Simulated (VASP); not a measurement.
# PC (P-6m2) in VASP: further runs

Runs on PC. Level: PBE. Tasks: single point.

Everything below comes from runs of VASP 6.6.1. Logs are shortened: lines on timing, memory, paths and dates and some standing lists are left out, and cuts for length are marked.

### 1 The cell of the first run

The structure is hexagonal, space group P-6m2 (No. 187). Conventional cell: a = 2.792 Å, b = 2.792 Å, c = 2.669 Å, α = 90.00°, β = 90.00°, γ = 120.00°. Within 2.8 Å of P (site symmetry -6m2) lie 6 C at 2.09 Å and 8 P at 2.67 to 2.79 Å. Within 2.8 Å of C (site symmetry -6m2) lie 6 P at 2.09 Å and 8 C at 2.67 to 2.79 Å.

### 2 Single point, PBE

Input file INCAR:

```
PREC = Accurate
ENCUT = 600
EDIFF = 1E-6
ISMEAR = 0
SIGMA = 0.2
LREAL = F
LASPH = T
NELM = 120
ALGO = Normal
ISIF = 2
LWAVE = F
LCHARG = F
GGA = PE
NBANDS = 12
GGA_COMPAT = F
```

Input file KPOINTS:

```
Automatic mesh
0
Gamma
  8 8 4
```

Input file POSCAR:

```
PC
1.0
    2.7917463368      0.0000000000      0.0000000000
   -1.3958731684      2.4177232486      0.0000000000
    0.0000000000      0.0000000000      2.6693818535
P C
1 1
Direct
    0.6666666667      0.3333333333      0.5000000000
    0.3333333333      0.6666666667      0.0000000000
```

Potentials or basis: VASP PAW PBE potentials, release 64 (P, C).

The run is started by

```console
$ cat potpaw_PBE.64/P/POTCAR potpaw_PBE.64/C/POTCAR > POTCAR
$ mpirun -np 1 vasp_std > vasp.out
```

OUTCAR:

```text
PREC = Accurate
   ENCUT = 600
   EDIFF = 1E-6
   ISMEAR = 0
   LREAL = F
   LASPH = T
   NELM = 120
   ISIF = 2
   GGA = PE

 ion  position               nearest neighbor table
   1  0.667  0.333  0.500-   2 2.09   2 2.09   2 2.09   2 2.09   2 2.09   2 2.09
   2  0.333  0.667  0.000-   1 2.09   1 2.09   1 2.09   1 2.09   1 2.09   1 2.09

  LATTYP: Found a hexagonal cell.
 ALAT       =     2.7917463368
 C/A-ratio  =     0.9561691971

  Lattice vectors:

 A1 = (   2.7917463368,   0.0000000000,   0.0000000000)
 A2 = (  -1.3958731684,   2.4177232486,   0.0000000000)
 A3 = (   0.0000000000,   0.0000000000,   2.6693818535)

Analysis of symmetry for initial positions (statically):
=====================================================================
 Subroutine PRICEL returns:
 Original cell was already a primitive cell.

 Routine SETGRP: Setting up the symmetry group for a
 hexagonal supercell.

 Subroutine GETGRP returns: Found 12 space group operations
 (whereof 12 operations were pure point group operations)
 out of a pool of 24 trial point group operations.

The static configuration has the point symmetry D_3h.

Analysis of symmetry for dynamics (positions and initial velocities):
=====================================================================
 Subroutine PRICEL returns:
 Original cell was already a primitive cell.

 Routine SETGRP: Setting up the symmetry group for a
 hexagonal supercell.

 Subroutine GETGRP returns: Found 12 space group operations
 (whereof 12 operations were pure point group operations)
 out of a pool of 24 trial point group operations.

The dynamic configuration has the point symmetry D_3h.

 Subroutine INISYM returns: Found 12 space group operations
 (whereof 12 operations are pure point group operations),
 and found     1 'primitive' translations

----------------------------------------------------------------------------------------

                                     Primitive cell

  volume of cell :      18.0174

  direct lattice vectors                    reciprocal lattice vectors
     2.791746337  0.000000000  0.000000000     0.358198733  0.206806135  0.000000000
    -1.395873168  2.417723249  0.000000000     0.000000000  0.413612270  0.000000000
     0.000000000  0.000000000  2.669381854     0.000000000  0.000000000  0.374618565

  length of vectors
     2.791746337  2.791746337  2.669381854     0.413612270  0.413612270  0.374618565

  position of ions in fractional coordinates (direct lattice)
     0.666666667  0.333333333  0.500000000
     0.333333333  0.666666667  0.000000000

  ion indices of the primitive-cell ions
   primitive index   ion index
                 1           1
                 2           2

----------------------------------------------------------------------------------------

 KPOINTS: Automatic mesh

Automatic generation of k-mesh.
 Grid dimensions read from file:
 generate k-points for:    8    8    4

 Generating k-lattice:

  Cartesian coordinates                     Fractional coordinates (reciprocal lattice)
     0.044774842  0.025850767  0.000000000     0.125000000 -0.000000000  0.000000000
     0.000000000  0.051701534  0.000000000     0.000000000  0.125000000  0.000000000
     0.000000000  0.000000000  0.093654641     0.000000000  0.000000000  0.250000000

  Length of vectors
     0.051701534  0.051701534  0.093654641

  Shift w.r.t. Gamma in fractional coordinates (k-lattice)
     0.000000000  0.000000000  0.000000000

 Subroutine IBZKPT returns following result:
 ===========================================

 Found     30 irreducible k-points:

 Following reciprocal coordinates:
            Coordinates               Weight
  0.000000  0.000000  0.000000      1.000000
  0.125000 -0.000000  0.000000      6.000000
  0.250000 -0.000000  0.000000      6.000000
  0.375000 -0.000000  0.000000      6.000000
  0.500000 -0.000000  0.000000      3.000000
  0.125000  0.125000  0.000000      6.000000
[... 16 lines left out ...]
  0.250000 -0.000000  0.500000      6.000000
  0.375000 -0.000000  0.500000      6.000000
 [... further k-points ...]
   k-points           NKPTS =     30   k-points in BZ     NKDIM =     30   number of bands    NBANDS=     12
   number of dos      NEDOS =    301   number of ions     NIONS =      2
   total plane-waves  NPLWV =  13824
   dimension x,y,z NGX =    24 NGY =   24 NGZ =   24
   dimension x,y,z NGXF=    48 NGYF=   48 NGZF=   48
   ions per type =               1   1
   NGX,Y,Z   is equivalent  to a cutoff of  14.29, 14.29, 14.95 a.u.
   NGXF,Y,Z  is equivalent  to a cutoff of  28.58, 28.58, 29.89 a.u.
 SYSTEM =  unknown system
   PREC   = accura    normal or accurate (medium, high low for compatibility)
   ISTART =      0    job   : 0-new  1-cont  2-samecut
   ICHARG =      2    charge: 1-file 2-atom 10-const
   ISPIN  =      1    spin polarized calculation?
   LNONCOLLINEAR =      F non collinear calculations
   LSORBIT =      F    spin-orbit coupling
   LASPH  =      T    aspherical Exc in radial PAW
   ENCUT  =  600.0 eV  44.10 Ry    6.64 a.u.   5.58  5.58  5.33*2*pi/ulx,y,z
   NELM   =    120;   NELMIN=  2; NELMDL= -5     # of ELM steps
   EDIFF  = 0.1E-05   stopping-criterion for ELM
   LREAL  =      F    real-space projection
   EDIFFG = 0.1E-04   stopping-criterion for IOM
   NSW    =      0    number of steps for IOM
   IBRION =     -1    ionic relax: 0-MD 1-quasi-New 2-CG
   NFREE  =      0    steps in history (QN), initial steepest desc. (CG)
   ISIF   =      2    stress and relaxation
   ISYM   =      2    0-nonsym 1-usesym 2-fastsym
   POTIM  = 0.5000    time-step for ionic-motion
   TEBEG  =    0.0;   TEEND  =   0.0 temperature during run
   PSTRESS=    0.0 pullay stress
   NELECT =       9.0000    total number of electrons
   NUPDOWN=      -1.0000    fix difference up-down
   EMIN   =  10.00;   EMAX   =-10.00  energy-range for DOS
   EFERMI =   0.00;   METHOD = LEGACY
   ISMEAR =     0;   SIGMA  =   0.20  broadening in eV -4-tet -1-fermi 0-gaus
   EFERMI_NEDOS =   21; number of points for ismear=-14 and -15
   IALGO  =     38    algorithm
   IMIX   =      4    mixing-type and parameters
     AMIX     =   0.40;   BMIX     =  1.00
     AMIX_MAG =   1.60;   BMIX_MAG =  1.00
  volume/ion in A,a.u.               =       9.01        60.79
  Fermi-wavevector in a.u.,A,eV,Ry     =   1.298946  2.454653 22.956592  1.687262
  Thomas-Fermi vector in A             =   2.430242
   LORBIT       =      0    0 simple, 1 ext, 2 COOP (PROOUT), +10 PAW based schemes
   GGA     = PE    functional components
   LHFCALC =     F    Hartree Fock is set to
   AEXX    =    0.0000 exact exchange contribution
   IVDW    =     0    specifies the selected vdW correction
   LEPSILON=     F    determine dielectric tensor
   LRPA    =     F    only Hartree local field effects (RPA)
 non-spin polarized calculation
 Gauss-broadening in eV      SIGMA  =   0.20
  energy-cutoff  :      600.00
  volume of cell :       18.02
 maximum number of plane-waves:       613
 NGX is ok and might be reduce to    24
   NGX = 11   NGY = 11   NGZ = 11

 number of electron       8.9999999 magnetization

 Free energy of the ion-electron system (eV)
  ---------------------------------------------------
  ext. energy  EPLUGINS =         0.00000000
  ---------------------------------------------------
  free energy    TOTEN  =       -11.38618091 eV

  energy without entropy =      -11.37721429  energy(sigma->0) =      -11.38169760

 E-fermi :  11.3157     XC(G=0): -12.6074

 val. band max:       11.1755457968   @ k =   0.1250   0.1250   0.5000
 cond. band min:      11.3772654477   @ k =   0.2500  -0.0000   0.5000
 fundamental gap:      0.2017196509
 Fermi energy:        11.3157346823

 k-point     1 :       0.0000    0.0000    0.0000
  band No.  band energies     occupation
      1      -7.8546      2.00000
      2       8.0916      2.00000
      3      10.1935      2.00000
      4      10.1935      2.00000
      5      11.9748      0.00000
      6      16.1342      0.00000
      7      16.1342      0.00000
      8      16.8652      0.00000
      9      23.1658      0.00000
     10      24.6285      0.00000
     11      27.9415      0.00000
     12      27.9415      0.00000

 k-point     2 :       0.1250   -0.0000    0.0000
  band No.  band energies     occupation
      1      -7.5035      2.00000
      2       7.9763      2.00000
      3       8.3786      2.00000
      4       9.5130      2.00000
      5      12.5020      0.00000
      6      15.2501      0.00000
      7      17.2088      0.00000
      8      18.7767      0.00000
      9      22.0669      0.00000
     10      24.9248      0.00000
     11      27.9156      0.00000
     12      28.8348      0.00000

 k-point     3 :       0.2500   -0.0000    0.0000
  band No.  band energies     occupation
      1      -6.4616      2.00000
      2       4.4210      2.00000
      3       8.3677      2.00000
      4       9.2007      2.00000
      5      12.6724      0.00000
      6      14.7760      0.00000
      7      19.2472      0.00000
      8      19.7151      0.00000
      9      21.1558      0.00000
     10      24.3586      0.00000
     11      28.3515      0.00000
     12      29.0451      0.00000
[... 286 lines left out ...]
 k-point    23 :       0.2500   -0.0000    0.5000
  band No.  band energies     occupation
      1      -1.8296      2.00000
      2      -1.8146      2.00000
      3       8.0800      2.00000
      4       9.6011      2.00000
      5      11.3773      0.66350
      6      14.3776      0.00000
      7      16.7611      0.00000
      8      18.2141      0.00000
      9      24.9608      0.00000
     10      25.9351      0.00000
     11      26.8165      0.00000
     12      27.5838      0.00000

 k-point    24 :       0.3750   -0.0000    0.5000
  band No.  band energies     occupation
      1      -0.3165      2.00000
      2      -0.1028      2.00000
      3       5.1414      2.00000
      4       6.0231      2.00000
      5      10.7345      1.99996
      6      13.5066      0.00000
      7      15.9267      0.00000
      8      17.5420      0.00000
      9      26.8309      0.00000
     10      27.6335      0.00000
     11      30.5456      0.00000
     12      30.6914      0.00000

 [... further k-points ...]
[... 5 lines left out ...]
  --------------------------------------------------------------------------------------
  -------------------------------------------------------------------------------------
  Total       -0.0408654     -0.0408654     -0.0774158     -0.0000000      0.0000000      0.0000000
  in kB       -3.6339015     -3.6339015     -6.8840955     -0.0000000      0.0000000      0.0000000
  external PRESSURE =      -4.7172995 kB  Pullay stress =       0.0000000 kB

 VOLUME and BASIS-vectors are now :
 -----------------------------------------------------------------------------
  energy-cutoff  :      600.00
  volume of cell :       18.02
      direct lattice vectors                 reciprocal lattice vectors
     2.791746337  0.000000000  0.000000000     0.358198733  0.206806135  0.000000000
    -1.395873168  2.417723249  0.000000000     0.000000000  0.413612270  0.000000000
     0.000000000  0.000000000  2.669381854     0.000000000  0.000000000  0.374618565

 POSITION                                       TOTAL-FORCE (eV/Angst)
 -----------------------------------------------------------------------------------
      1.39587      0.80591      1.33469         0.000000      0.000000      0.000000
     -0.00000      1.61182      0.00000        -0.000000      0.000000      0.000000
 -----------------------------------------------------------------------------------
    total drift:                                0.000000     -0.000000     -0.000000

  FREE ENERGIE OF THE ION-ELECTRON SYSTEM (eV)
  ---------------------------------------------------
  free  energy   TOTEN  =       -11.3861809080 eV

  energy  without entropy=      -11.3772142936  energy(sigma->0) =      -11.38169760
```

It took 2.5 s on 1 thread of Intel Xeon 6975P-C (Granite Rapids), shared host; peak memory 0.13 GiB.

What came out:

| Property | Result |
| --- | --- |
| Free energy | -11.3862 eV |
| Pressure | -0.5 GPa |

Stress tensor (GPa, compression positive):
```
-0.36  0.00  0.00
 0.00 -0.36  0.00
 0.00  0.00 -0.69
```

Levels at points of the mesh, in eV from the Fermi level:
```
           k point  band 2  band 3  band 4  band 5  band 6  band 7
(0.00, 0.00, 0.00)   -3.22   -1.12   -1.12    0.66    4.82    4.82
(0.50, 0.00, 0.00)  -12.46   -4.07   -0.23    0.60    4.86    5.67
(0.00, 0.00, 0.50)  -14.40    1.22    1.22    5.10    5.10    6.20
(0.50, 0.00, 0.50)   -9.82   -8.00   -7.52   -0.82    1.89    4.31
```

Caveat: the k points lie up to 0.59 Å⁻¹ apart.

(Continued in part 2 of 3.)
